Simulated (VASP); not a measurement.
Hf, 1 atom in the cell. It takes space group Fmmm (No. 69, orthorhombic). The conventional cell has a = 3.916 Å, b = 4.149 Å, c = 5.014 Å, α = 90.00°, β = 90.00°, γ = 90.00°. Hf (site symmetry mmm) has 16 Hf at 2.85 to 4.15 Å within 4.2 Å.  This cell differs from its parent crystal: strain +e along x and -e along y -0.0267, strain +e along z and -e/2 along x and y +0.1500.

| Item | Value |
| --- | --- |
| Program | VASP 6.6.1 |
| Task | single point |
| Functional | LDA |
| Potentials or basis | VASP PAW LDA potentials, release 64 (Hf_pv) |
| Cutoff | 520 eV |
| k mesh | 18 × 18 × 18 |
| Occupations | gaussian, width 0.15 eV |
| Spin | no spin polarisation |
| Dipole correction | no |
| Further INCAR settings | ALGO = Fast; EDIFF = 1e-06; NBANDS = 11 |

Potentials or basis: VASP PAW LDA potentials, release 64 (Hf_pv).

Launch:

```console
$ cat potpaw_LDA.64/Hf_pv/POTCAR > POTCAR
$ mpirun -np 1 vasp_std > vasp.out
```

Hardware: 1 thread of Intel(R) Xeon(R) Platinum 8259CL CPU @ 2.50GHz (Skylake/Cascade Lake) (shared host).

How long does it take, and how much memory?

Wall time 100 s on 1 thread of Intel(R) Xeon(R) Platinum 8259CL CPU @ 2.50GHz (Skylake/Cascade Lake) (shared host), peak memory 0.29 GiB. Counts: scf iterations 12, k points 865.
